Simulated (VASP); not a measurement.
# MoS2 (R-3m) in VASP: a series of runs

Runs on MoS2. Level: r2SCAN+D3(BJ). Tasks: single point.

All numbers are computed with VASP 6.6.1; they aren't measurements. Logs are shortened: lines on timing, memory, paths and dates and some standing lists are left out, and cuts for length are marked.

### 1 The cell of the first run

The structure is trigonal, space group R-3m (No. 166). The conventional cell has a = 3.171 Å, b = 3.171 Å, c = 18.345 Å, α = 90.00°, β = 90.00°, γ = 120.00°. Mo (site symmetry -3m) has 6 S at 2.39 Å and 6 Mo at 3.17 Å within 3.2 Å. Within 3.2 Å of S (site symmetry 3m) lie 3 Mo at 2.39 Å and 6 S at 3.17 Å.

### 2 Single point, r2SCAN+D3(BJ)

POSCAR reads:

```
MoS2
1.0
    1.5855000000      0.9153900000      6.1150000000
   -1.5855000000      0.9153900000      6.1150000000
    0.0000000000     -1.8307800000      6.1150000000
Mo S
1 2
Direct
    0.0000000000      0.0000000000      0.0000000000
    0.7500000000      0.7500000000      0.7500000000
    0.2500000000      0.2500000000      0.2500000000
```

INCAR.step1 reads:

```
SYSTEM = MoS2
PREC = Accurate
ENCUT = 520
ISMEAR = 1
SIGMA = 0.2
LREAL = .FALSE.
LASPH = .TRUE.
NELM = 100
NBANDS = 20
GGA = PE
ALGO = Normal
EDIFF = 1E-4
LWAVE = .TRUE.
LCHARG = .FALSE.
```

INCAR.step2 reads:

```
SYSTEM = MoS2
PREC = Accurate
ENCUT = 520
EDIFF = 1E-6
ISMEAR = 1
SIGMA = 0.2
LREAL = .FALSE.
LASPH = .TRUE.
NELM = 100
ALGO = Normal
ISIF = 2
LWAVE = .FALSE.
LCHARG = .FALSE.
METAGGA = R2SCAN
LMIXTAU = .TRUE.
IVDW = 12
VDW_S6 = 1.0
VDW_S8 = 0.78981345
VDW_A1 = 0.49484001
VDW_A2 = 5.73083694
NBANDS = 20
ISTART = 1
```

KPOINTS reads:

```
Automatic mesh
0
Gamma
  5 5 5
  0.5 0.5 0.5
```

Potentials or basis: VASP PAW PBE potentials, release 64 (Mo_sv, S).

The run is started by

```
$ cat potpaw_PBE.64/Mo_sv/POTCAR potpaw_PBE.64/S/POTCAR > POTCAR
$ cp INCAR.step1 INCAR
$ mpirun -np 1 vasp_std > vasp.out
$ cp INCAR.step2 INCAR
$ mpirun -np 1 vasp_std > vasp.out
```

OUTCAR:

```text
SYSTEM = MoS2
   PREC = Accurate
   ENCUT = 520
   EDIFF = 1E-6
   ISMEAR = 1
   LREAL = .FALSE.
   LASPH = .TRUE.
   NELM = 100
   ISIF = 2
   METAGGA = R2SCAN
   IVDW = 12
   ISTART = 1
 IVDW          = 12

 ion  position               nearest neighbor table
   1  0.000  0.000  0.000-   2 2.39   2 2.39   3 2.39   3 2.39   2 2.39   3 2.39
   2  0.750  0.750  0.750-   1 2.39   1 2.39   1 2.39
   3  0.250  0.250  0.250-   1 2.39   1 2.39   1 2.39

  LATTYP: Found a trigonal (rhomboedric) cell.
 ALAT       =     6.3831789966
 COS(alpha) =     0.8766073686

  Lattice vectors:

 A1 = (   1.5855000000,   0.9153900000,   6.1150000000)
 A2 = (  -1.5855000000,   0.9153900000,   6.1150000000)
 A3 = (   0.0000000000,  -1.8307800000,   6.1150000000)

Analysis of symmetry for initial positions (statically):
=====================================================================
 Subroutine PRICEL returns:
 Original cell was already a primitive cell.

 Routine SETGRP: Setting up the symmetry group for a
 trigonal (rhombohedral) supercell.

 Subroutine GETGRP returns: Found 12 space group operations
 (whereof 12 operations were pure point group operations)
 out of a pool of 12 trial point group operations.

The static configuration has the point symmetry D_3d.

Analysis of symmetry for dynamics (positions and initial velocities):
=====================================================================
 Subroutine PRICEL returns:
 Original cell was already a primitive cell.

 Routine SETGRP: Setting up the symmetry group for a
 trigonal (rhombohedral) supercell.

 Subroutine GETGRP returns: Found 12 space group operations
 (whereof 12 operations were pure point group operations)
 out of a pool of 12 trial point group operations.

The dynamic configuration has the point symmetry D_3d.

 Subroutine INISYM returns: Found 12 space group operations
 (whereof 12 operations are pure point group operations),
 and found     1 'primitive' translations

----------------------------------------------------------------------------------------

                                     Primitive cell

  volume of cell :      53.2501

  direct lattice vectors                    reciprocal lattice vectors
     1.585500000  0.915390000  6.115000000     0.315357931  0.182071758  0.054510766
    -1.585500000  0.915390000  6.115000000    -0.315357931  0.182071758  0.054510766
     0.000000000 -1.830780000  6.115000000     0.000000000 -0.364143516  0.054510766

  length of vectors
     6.383178997  6.383178997  6.383179491     0.368201268  0.368201268  0.368200929

  position of ions in fractional coordinates (direct lattice)
     0.000000000  0.000000000  0.000000000
     0.750000000  0.750000000  0.750000000
     0.250000000  0.250000000  0.250000000

  ion indices of the primitive-cell ions
   primitive index   ion index
                 1           1
                 2           2
                 3           3

----------------------------------------------------------------------------------------

 KPOINTS: Automatic mesh

Automatic generation of k-mesh.
 Grid dimensions read from file:
 generate k-points for:    5    5    5

 Generating k-lattice:

  Cartesian coordinates                     Fractional coordinates (reciprocal lattice)
     0.063071586  0.036414352  0.010902153     0.200000000 -0.000000000  0.000000000
    -0.063071586  0.036414352  0.010902153    -0.000000000  0.200000000  0.000000000
     0.000000000 -0.072828703  0.010902153     0.000000000  0.000000000  0.200000000

  Length of vectors
     0.073640254  0.073640254  0.073640186

  Shift w.r.t. Gamma in fractional coordinates (k-lattice)
     0.500000000  0.500000000  0.500000000

 Subroutine IBZKPT returns following result:
 ===========================================

 Found     19 irreducible k-points:

 Following reciprocal coordinates:
            Coordinates               Weight
  0.100000  0.100000  0.100000      2.000000
  0.300000  0.100000  0.100000      6.000000
  0.500000  0.100000  0.100000      6.000000
 -0.300000  0.100000  0.100000      6.000000
 -0.100000  0.100000  0.100000      6.000000
  0.300000  0.300000  0.100000      6.000000
[... 11 lines left out ...]
 -0.300000  0.500000  0.300000      6.000000
  0.500000  0.500000  0.500000      1.000000
   k-points           NKPTS =     19   k-points in BZ     NKDIM =     19   number of bands    NBANDS=     20
   number of dos      NEDOS =    301   number of ions     NIONS =      3
   total plane-waves  NPLWV = 110592
   dimension x,y,z NGX =    48 NGY =   48 NGZ =   48
   dimension x,y,z NGXF=    96 NGYF=   96 NGZF=   96
   ions per type =               1   2
   NGX,Y,Z   is equivalent  to a cutoff of  12.50, 12.50, 12.50 a.u.
   NGXF,Y,Z  is equivalent  to a cutoff of  25.00, 25.00, 25.00 a.u.
 SYSTEM =  MoS2
   PREC   = accura    normal or accurate (medium, high low for compatibility)
   ISTART =      1    job   : 0-new  1-cont  2-samecut
   ICHARG =      0    charge: 1-file 2-atom 10-const
   ISPIN  =      1    spin polarized calculation?
   LNONCOLLINEAR =      F non collinear calculations
   LSORBIT =      F    spin-orbit coupling
   LASPH  =      T    aspherical Exc in radial PAW
   ENCUT  =  520.0 eV  38.22 Ry    6.18 a.u.  11.87 11.87 11.87*2*pi/ulx,y,z
   NELM   =    100;   NELMIN=  2; NELMDL=  0     # of ELM steps
   EDIFF  = 0.1E-05   stopping-criterion for ELM
   LREAL  =      F    real-space projection
   EDIFFG = 0.1E-04   stopping-criterion for IOM
   NSW    =      0    number of steps for IOM
   IBRION =     -1    ionic relax: 0-MD 1-quasi-New 2-CG
   NFREE  =      0    steps in history (QN), initial steepest desc. (CG)
   ISIF   =      2    stress and relaxation
   ISYM   =      2    0-nonsym 1-usesym 2-fastsym
   POTIM  = 0.5000    time-step for ionic-motion
   TEBEG  =    0.0;   TEEND  =   0.0 temperature during run
   PSTRESS=    0.0 pullay stress
   NELECT =      26.0000    total number of electrons
   NUPDOWN=      -1.0000    fix difference up-down
   EMIN   =  10.00;   EMAX   =-10.00  energy-range for DOS
   EFERMI =   0.00;   METHOD = LEGACY
   ISMEAR =     1;   SIGMA  =   0.20  broadening in eV -4-tet -1-fermi 0-gaus
   EFERMI_NEDOS =   21; number of points for ismear=-14 and -15
   IALGO  =     38    algorithm
   IMIX   =      4    mixing-type and parameters
     AMIX     =   0.40;   BMIX     =  1.00
     AMIX_MAG =   1.60;   BMIX_MAG =  1.00
  volume/ion in A,a.u.               =      17.75       119.78
  Fermi-wavevector in a.u.,A,eV,Ry     =   1.289118  2.436079 22.610494  1.661824
  Thomas-Fermi vector in A             =   2.421030
   LORBIT       =      0    0 simple, 1 ext, 2 COOP (PROOUT), +10 PAW based schemes
   METAGGA = R2SCAN    functional components
   LHFCALC =     F    Hartree Fock is set to
   AEXX    =    0.0000 exact exchange contribution
   IVDW    =    12    specifies the selected vdW correction
   LEPSILON=     F    determine dielectric tensor
   LRPA    =     F    only Hartree local field effects (RPA)
 non-spin polarized calculation
 Methfessel and Paxton  Order N= 1 SIGMA  =   0.20
  energy-cutoff  :      520.00
  volume of cell :       53.25
 maximum number of plane-waves:      1448
   NGX = 23   NGY = 23   NGZ = 23

 number of electron      25.9999998 magnetization

 Free energy of the ion-electron system (eV)
  ---------------------------------------------------
  ext. energy  EPLUGINS =         0.00000000
  ---------------------------------------------------
  free energy    TOTEN  =       -44.07997105 eV

  energy without entropy =      -44.07590573  energy(sigma->0) =      -44.07861594

 E-fermi :   7.4083     XC(G=0): -11.5033

 val. band max:        7.3703461416   @ k =  -0.3000   0.5000   0.3000
 cond. band min:       7.4107836869   @ k =  -0.1000   0.5000   0.1000
 fundamental gap:      0.0404375453
 Fermi energy:         7.4083331020

 k-point     1 :       0.1000    0.1000    0.1000
  band No.  band energies     occupation
      1     -56.0556      2.00000
      2     -29.4123      2.00000
      3     -29.3143      2.00000
      4     -29.3143      2.00000
      5      -8.2010      2.00000
      6      -6.5531      2.00000
[... 12 lines left out ...]
     19      15.3529      0.00000
     20      17.7845      0.00000

 k-point     2 :       0.3000    0.1000    0.1000
  band No.  band energies     occupation
      1     -56.0403      2.00000
      2     -29.4629      2.00000
      3     -29.3811      2.00000
      4     -29.3481      2.00000
      5      -7.5423      2.00000
      6      -6.4634      2.00000
[... 12 lines left out ...]
     19      16.4985      0.00000
     20      17.3462      0.00000

 k-point     3 :       0.5000    0.1000    0.1000
  band No.  band energies     occupation
      1     -56.0155      2.00000
      2     -29.6962      2.00000
      3     -29.4023      2.00000
      4     -29.3305      2.00000
      5      -6.6264      2.00000
      6      -5.7910      2.00000
[... 12 lines left out ...]
     19      15.0507      0.00000
     20      16.1437      0.00000

 k-point     4 :      -0.3000    0.1000    0.1000
  band No.  band energies     occupation
      1     -56.0155      2.00000
      2     -29.6962      2.00000
      3     -29.4023      2.00000
      4     -29.3305      2.00000
      5      -6.5822      2.00000
      6      -5.8600      2.00000
[... 12 lines left out ...]
     19      15.1881      0.00000
     20      16.1718      0.00000

 k-point     5 :      -0.1000    0.1000    0.1000
  band No.  band energies     occupation
      1     -56.0403      2.00000
      2     -29.4629      2.00000
      3     -29.3811      2.00000
      4     -29.3481      2.00000
      5      -7.5772      2.00000
      6      -6.4150      2.00000
[... 12 lines left out ...]
     19      16.2394      0.00000
     20      17.5442      0.00000

 k-point     6 :       0.3000    0.3000    0.1000
  band No.  band energies     occupation
      1     -56.0403      2.00000
      2     -29.4628      2.00000
      3     -29.3812      2.00000
      4     -29.3481      2.00000
      5      -7.4763      2.00000
      6      -6.5578      2.00000
[... 12 lines left out ...]
     19      16.1228      0.00000
     20      16.9285      0.00000

 k-point     7 :       0.5000    0.3000    0.1000
  band No.  band energies     occupation
      1     -56.0203      2.00000
      2     -29.6137      2.00000
      3     -29.4321      2.00000
      4     -29.3401      2.00000
      5      -6.5109      2.00000
      6      -6.2990      2.00000
[... 12 lines left out ...]
     19      16.4731      0.00000
     20      17.2859      0.00000
[... 162 lines left out ...]
 k-point    15 :       0.5000    0.3000    0.3000
  band No.  band energies     occupation
      1     -56.0403      2.00000
      2     -29.4629      2.00000
      3     -29.3812      2.00000
      4     -29.3481      2.00000
      5      -7.3981      2.00000
      6      -6.6571      2.00000
[... 12 lines left out ...]
     19      16.7437      0.00000
     20      16.8606      0.00000

 k-point    16 :      -0.3000    0.3000    0.3000
  band No.  band energies     occupation
      1     -56.0155      2.00000
      2     -29.6962      2.00000
      3     -29.4023      2.00000
      4     -29.3305      2.00000
      5      -6.5879      2.00000
      6      -5.8328      2.00000
[... 12 lines left out ...]
     19      14.3246      0.00000
     20      16.4295      0.00000

 k-point    17 :       0.5000    0.5000    0.3000
  band No.  band energies     occupation
      1     -56.0403      2.00000
      2     -29.4628      2.00000
      3     -29.3812      2.00000
      4     -29.3481      2.00000
      5      -7.3347      2.00000
      6      -6.7376      2.00000
[... 12 lines left out ...]
     19      16.2538      0.00000
     20      16.8369      0.00000

 k-point    18 :      -0.3000    0.5000    0.3000
  band No.  band energies     occupation
      1     -56.0203      2.00000
      2     -29.6137      2.00000
      3     -29.4321      2.00000
      4     -29.3401      2.00000
      5      -6.4374      2.00000
      6      -6.3703      2.00000
[... 12 lines left out ...]
     19      16.0085      0.00000
     20      17.5687      0.00000

 k-point    19 :       0.5000    0.5000    0.5000
  band No.  band energies     occupation
      1     -56.0556      2.00000
      2     -29.4124      2.00000
      3     -29.3143      2.00000
      4     -29.3143      2.00000
      5      -7.9573      2.00000
      6      -6.9433      2.00000
[... 12 lines left out ...]
     19      16.6305      0.00000
     20      17.9641      0.00000

------------------------ aborting loop because EDIFF is reached ----------------------------------------

 Edisp (eV)   -0.60517

 E8    (eV) :    -0.1885

  FORCE on cell =-STRESS in cart. coord.  units (eV):
  Direction    XX          YY          ZZ          XY          YZ          ZX
  --------------------------------------------------------------------------------------
  -------------------------------------------------------------------------------------
  Total       1.82849     1.82850     1.54011     0.00000    -0.00000    -0.00000
  in kB      55.01528    55.01541    46.33846     0.00000    -0.00000    -0.00000
  external pressure =       52.12 kB  Pullay stress =        0.00 kB

 VOLUME and BASIS-vectors are now :
 -----------------------------------------------------------------------------
  energy-cutoff  :      520.00
  volume of cell :       53.25
      direct lattice vectors                 reciprocal lattice vectors
     1.585500000  0.915390000  6.115000000     0.315357931  0.182071758  0.054510766
    -1.585500000  0.915390000  6.115000000    -0.315357931  0.182071758  0.054510766
     0.000000000 -1.830780000  6.115000000     0.000000000 -0.364143516  0.054510766

 POSITION                                       TOTAL-FORCE (eV/Angst)
 -----------------------------------------------------------------------------------
      0.00000      0.00000      0.00000         0.000000      0.000000      0.000000
      0.00000      0.00000     13.75875        -0.000000     -0.000000      0.655011
      0.00000      0.00000      4.58625        -0.000000     -0.000000     -0.655011
 -----------------------------------------------------------------------------------
    total drift:                               -0.000000      0.000000      0.000000

  FREE ENERGIE OF THE ION-ELECTRON SYSTEM (eV)
  ---------------------------------------------------
  free  energy   TOTEN  =       -44.6851374901 eV

  energy  without entropy=      -44.6810721672  energy(sigma->0) =      -44.68378238
```

It used 470 s of CPU time on 1 thread of AMD EPYC 7R13 Processor (Zen 3) (shared host).

What came out:

| Property | Result |
| --- | --- |
| Free energy | -44.6851 eV |
| Pressure | 5.2 GPa |
| Largest force | 0.655 eV/Å |
| Band gap on the k mesh | zero (band 13 reaches 7.41 eV, above the bottom of band 14 at 7.26 eV) |
| Dispersion energy per atom | -0.202 eV |

Forces in eV/Å, atoms in the order of the input:
```
Mo   0.000  0.000  0.000
S    0.000  0.000  0.655
S    0.000  0.000 -0.655
```

Stress tensor (GPa, compression positive):
```
5.50 0.00 0.00
0.00 5.50 0.00
0.00 0.00 4.63
```

Caveat: the k points lie up to 0.46 Å⁻¹ apart; the PAW data sets were made with another functional, which shifts forces and pressure a little; pairwise dispersion overbinds metals, which lowers pressure and volume.

### 3 Single point, r2SCAN+D3(BJ)

POSCAR is that of step 2.

INCAR.step1 reads:

```
SYSTEM = MoS2
PREC = Accurate
ENCUT = 520
ISMEAR = 1
SIGMA = 0.1
LREAL = .False.
LASPH = .True.
NELM = 80
NBANDS = 20
GGA = PE
ALGO = Normal
EDIFF = 1E-4
LWAVE = .True.
LCHARG = .False.
```

INCAR.step2 reads:

```
SYSTEM = MoS2
PREC = Accurate
ENCUT = 520
EDIFF = 1E-6
ISMEAR = 1
SIGMA = 0.1
LREAL = .False.
LASPH = .True.
NELM = 80
ALGO = Normal
ISIF = 2
LWAVE = .False.
LCHARG = .True.
METAGGA = R2SCAN
LMIXTAU = .True.
IVDW = 12
VDW_S6 = 1.0
VDW_S8 = 0.78981345
VDW_A1 = 0.49484001
VDW_A2 = 5.73083694
LELF = .True.
LVHAR = .True.
NBANDS = 20
ISTART = 1
```

KPOINTS is that of step 2.

Potentials or basis: VASP PAW PBE potentials, release 64 (Mo_sv, S).

The run is started by

```
$ cat potpaw_PBE.64/Mo_sv/POTCAR potpaw_PBE.64/S/POTCAR > POTCAR
$ cp INCAR.step1 INCAR
$ mpirun -np 1 vasp_std > vasp.out
$ cp INCAR.step2 INCAR
$ mpirun -np 1 vasp_std > vasp.out
```

Run time: 10 min. Hardware: 1 thread of AMD EPYC 7R13 (Zen 3), shared host; peak memory 0.32 GiB.

It converged, with:

```yaml
Free_energy: -44.6833 eV
Pressure: 5.3 GPa
Largest_force: 0.630 eV/Å
Band_gap_on_the_k_mesh: zero (band 13 reaches 7.41 eV, above the bottom of band 14 at 7.26 eV)
Dispersion_energy_per_atom: -0.202 eV
```

Forces on the atoms (eV/Å):
```
Mo   0.000  0.000  0.000
S    0.000  0.000  0.630
S    0.000  0.000 -0.630
```

Stress tensor (GPa, compression positive):
```
5.72 0.00 0.00
0.00 5.72 0.00
0.00 0.00 4.37
```

Levels at points of the mesh, in eV from the Fermi level:
```csv
k point,band 10,band 11,band 12,band 13,band 14,band 15,band 16,band 17
"(0.50, 0.50, 0.50)",-3.79,-0.74,-0.74,-0.13,-0.13,0.27,3.99,3.99
```

Caveat: the k points lie up to 0.46 Å⁻¹ apart; the PAW data sets were made with another functional, which shifts forces and pressure a little; pairwise dispersion overbinds metals, which lowers pressure and volume.
